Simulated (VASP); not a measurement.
# Te2Mo: single point with LDA

Te2Mo, a slab with vacuum:

```
Te Mo
1.0
     3.31055    0.00000    0.00000
    -1.65528    2.86702    0.00000
     0.00000    0.00000   16.73142
Te Mo
2 1
Direct
  0.33333 0.66667 0.88887
  0.33333 0.66667 0.11113
  0.00000 0.00000 0.00000
```

This cell differs from its parent crystal: equal strain along all axes, cell held: -4.5 %, then relaxed in part.

```
Program                : VASP 6.6.1
Task                   : single point
Functional             : LDA
Potentials or basis    : VASP PAW LDA potentials, release 64 (Te, Mo_sv)
Cutoff                 : 520 eV
k mesh                 : 12 × 12 × 2
Occupations            : gaussian, width 0.02 eV
Spin                   : no spin polarisation
Dipole correction      : no
Further INCAR settings : ALGO = Normal; EDIFF = 1e-06; NBANDS = 20
```

```yaml
Largest_force: 0.059 eV/Å
Band_gap_on_the_k_mesh: 0.82 eV (least direct gap 1.36 eV)
```

Forces in eV/Å, atoms in the order of the input:
```
Te   0.000  0.000 -0.059
Te   0.000  0.000  0.059
Mo   0.000  0.000  0.000
```

Levels at points of the mesh, in eV from the valence-band top:
```
           k point  band 11  band 12  band 13  band 14  band 15  band 16
(0.00, 0.00, 0.00)    -1.44    -0.79    -0.79     3.67     3.67     3.80
(0.50, 0.00, 0.00)    -2.39    -1.19     0.00     1.64     1.76     3.14
(0.00, 0.00, 0.50)    -1.44    -0.79    -0.79     3.67     3.67     3.94
(0.50, 0.00, 0.50)    -2.39    -1.19     0.00     1.64     1.76     3.14
```

Wall time 4.1 min on 1 thread of Intel Xeon 8259CL (shared host), peak memory 0.31 GiB.

Caveat: the cell differs from its parent crystal (equal strain along all axes, cell held: -4.5 %, then relaxed in part); spin-orbit coupling is left out, which moves the levels of the heavy elements.
